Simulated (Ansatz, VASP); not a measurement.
BaTaH5 in VASP and in Ansatz

```
CELL_PARAMETERS angstrom
3.36189 0.00000 0.00000
0.00000 3.36189 0.00000
0.00000 0.00000 6.93739
ATOMIC_POSITIONS crystal
Ba 0.00000 0.00000 0.00000
Ta 0.00000 0.00000 0.50000
H 0.50000 0.50000 0.00000
H 0.50000 0.00000 0.65928
H 0.00000 0.50000 0.65928
H 0.50000 0.00000 0.34072
H 0.00000 0.50000 0.34072
```

Change from the starting cell: species swapped into the PrIn5Ir type (P4/mmm, No. 123).

Alike in both runs: functional PBE; k mesh 12 × 12 × 6; occupations gaussian, width 0.1 eV; no spin polarisation.

Ansatz relaxed the structure, and its values are those at the end. VASP's run is a single point on that final structure, the one shown.

|  | VASP | Ansatz |
| --- | --- | --- |
| version | VASP 6.6.1 | Ansatz 0.2.0 |
| potentials or method | VASP PAW PBE potentials, release 64 (Ba_sv, Ta_sv_GW, H), cutoff 500 eV | scalar-relativistic, plane waves, PAW |
| valence electrons in the cell | 28 | 28 |

Ansatz gave:

| Quantity | Value |
| --- | --- |
| gap on the k mesh at the Fermi level (eV) | none |
| pressure (GPa) | 0.0 |
| rms of the force components (eV/Å) | 0.000 |

**Question.** Estimate VASP's values.

**Answer.** gap on the k mesh at the Fermi level (eV): none; pressure (GPa): 0.9; rms of the force components (eV/Å): 0.008.

A gap of «none» marks a metal or a gap that the smearing closes. The functional is the same, so the differences come from potentials, cutoffs and numerics.

Neither program's run includes spin-orbit coupling.
